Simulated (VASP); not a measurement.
Wanted: the native input for a VASP 6.6.1 run.

```yaml
Task: single point
Functional: PBE
Potentials_or_basis: VASP PAW PBE potentials, release 64 (Ti_sv)
Cutoff: 520 eV
k_mesh: 18 × 18 × 18
Occupations: gaussian, width 0.15 eV
Spin: no spin polarisation
Dipole_correction: no
Further_INCAR_settings: ALGO = Normal; EDIFF = 1e-06; NBANDS = 12
```

The structure of Ti lies in POSCAR:

```
Ti
1.0
    0.0000000000      2.0558584513      2.0558584513
    1.9119483597      0.0000000000      2.0558584513
    1.9119483597      2.0558584513      0.0000000000
Ti
1
Direct
    0.0000000000      0.0000000000      0.0000000000
```

This cell differs from its parent crystal: normal strain along x -0.0700, normal strain along y +0.0000.

One way to write it, as run:

INCAR

```
SYSTEM = Ti
ALGO = Normal
EDIFF = 1E-6
ENCUT = 520
GGA = PE
ISIF = 2
ISMEAR = 0
LASPH = .TRUE.
LCHARG = .TRUE.
LELF = .TRUE.
LREAL = .FALSE.
LVHAR = .TRUE.
LWAVE = .FALSE.
NBANDS = 12
NELM = 80
PREC = Accurate
SIGMA = 0.15
```

KPOINTS

```
k-points
0
G
  18 18 18
  0 0 0
```

Potentials or basis: VASP PAW PBE potentials, release 64 (Ti_sv).

The run is started by

```sh
$ cat potpaw_PBE.64/Ti_sv/POTCAR > POTCAR
$ mpirun -np 1 vasp_std > vasp.out
```

It gave:

| Quantity | Value |
| --- | --- |
| Pressure | 8.5 GPa |
| Band gap on the k mesh | zero (bands 6 and 7 overlap by 1.37 eV) |

Caveat: the cell differs from its parent crystal (normal strain along x -0.0700, normal strain along y +0.0000); the cell stands under pressure.

Wall time 100 s on 1 thread of Intel Xeon 8259CL, with other jobs on the host, peak memory 0.21 GiB.
